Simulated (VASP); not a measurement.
**WSe2: single point with PBE**

Crystal: WSe2.

```xyz
3
Lattice="0.0000 3.5211 3.5211 3.5211 0.0000 3.5211 3.5211 3.5211 0.0000" Properties=species:S:1:pos:R:3 pbc="T T T"
W     3.5211    3.5211    3.5211
Se    1.7606    1.7606    1.7606
Se    0.0000    0.0000    0.0000
```

The cell was built from a structure type or drawn by symmetry, and may not be a known phase.

```yaml
Program: VASP 6.6.1
Task: single point
Functional: PBE
Potentials_or_basis: VASP PAW PBE potentials, release 64 (W_sv, Se)
Cutoff: 520 eV
k_mesh: 4 × 4 × 4
Occupations: gaussian, width 0.1 eV
Spin: collinear spin
Starting_moments: "[2.63, -0.38, -0.41] μB"
Dipole_correction: no
Further_INCAR_settings: ALGO = Normal; EDIFF = 1e-07; NBANDS = 24
```

```yaml
Pressure: -13.0 GPa
Net_moment: 2.17 μB per cell
Site_moments: W +2.35; Se -0.28, -0.30 μB
Valence_electrons_inside_the_program's_atomic_spheres: W 11.49; Se 3.62, 3.64
```

Levels at points of the mesh, in eV from the Fermi level:
Spin up:
| k point | band 12 | band 13 | band 14 | band 15 | band 16 | band 17 |
| --- | --- | --- | --- | --- | --- | --- |
| (0.00, 0.00, 0.00) | -1.54 | -1.05 | -1.05 | -0.69 | 1.36 | 1.36 |
| (0.50, 0.00, 0.00) | -0.73 | 0.29 | 0.29 | 0.59 | 0.94 | 0.94 |
| (0.50, 0.50, 0.00) | -0.88 | -0.78 | -0.73 | -0.24 | 1.65 | 1.65 |
Spin down:
| k point | band 9 | band 10 | band 11 | band 12 | band 13 | band 14 | band 15 | band 16 |
| --- | --- | --- | --- | --- | --- | --- | --- | --- |
| (0.00, 0.00, 0.00) | -3.40 | -1.59 | -1.59 | -1.59 | 0.53 | 0.73 | 0.73 | 2.66 |
| (0.50, 0.00, 0.00) | -3.89 | -1.00 | -1.00 | 0.01 | 1.27 | 1.73 | 1.73 | 2.18 |
| (0.50, 0.50, 0.00) | -3.35 | -2.16 | 0.01 | 0.01 | 1.06 | 1.14 | 1.14 | 2.17 |

It took 58 s on 1 thread of Intel(R) Xeon(R) Platinum 8488C (Sapphire Rapids), with other jobs on the host, peak memory 0.27 GiB.

Caveat: the k points lie up to 0.39 Å⁻¹ apart; spin-orbit coupling is left out, which moves the levels of the heavy elements.
